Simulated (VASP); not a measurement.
## TeW: single point with PBE

Crystal: TeW.

```xyz
2
Lattice="0.0000 3.0607 3.0607 3.0607 0.0000 3.0607 3.0607 3.0607 0.0000" Properties=species:S:1:pos:R:3 pbc="T T T"
W     0.0000    0.0000    0.0000
Te    1.5303    1.5303    1.5303
```

- Program: VASP 6.6.1
- Task: single point
- Functional: PBE
- Potentials or basis: VASP PAW PBE potentials, release 64 (W_sv, Te)
- Cutoff: 520 eV
- k mesh: 6 × 6 × 6
- Occupations: gaussian, width 0.1 eV
- Spin: collinear spin
- Starting moments: [0.94, 0.0] μB

```
Pressure                                              : 0.1 GPa
Net moment                                            : 1.40 μB per cell
Site moments                                          : W +1.10; Te -0.03 μB
Valence electrons inside the program's atomic spheres : W 11.96; Te 3.51
```

Levels at points of the mesh, in eV from the Fermi level:
Spin up:
| k point | band 9 | band 10 | band 11 | band 12 | band 13 | band 14 |
| --- | --- | --- | --- | --- | --- | --- |
| (0.00, 0.00, 0.00) | -0.95 | -0.95 | 1.23 | 4.27 | 4.27 | 4.27 |
| (0.50, 0.00, 0.00) | -0.68 | -0.68 | -0.57 | 1.92 | 1.92 | 2.99 |
| (0.50, 0.50, 0.00) | -1.49 | -1.08 | -0.44 | 0.36 | 0.36 | 5.37 |
Spin down:
| k point | band 7 | band 8 | band 9 | band 10 | band 11 | band 12 |
| --- | --- | --- | --- | --- | --- | --- |
| (0.00, 0.00, 0.00) | -3.97 | -3.97 | 0.17 | 0.17 | 1.52 | 4.55 |
| (0.50, 0.00, 0.00) | -3.66 | -3.66 | -0.03 | 0.36 | 0.36 | 2.31 |
| (0.50, 0.50, 0.00) | -3.24 | -3.24 | -1.11 | -0.14 | 0.79 | 0.87 |

Wall time 21 s on 1 thread of AMD EPYC 9R45 96-Core Processor (Zen 5), with other jobs on the host, peak memory 0.19 GiB.

Caveat: spin-orbit coupling is left out, which moves the levels of the heavy elements.
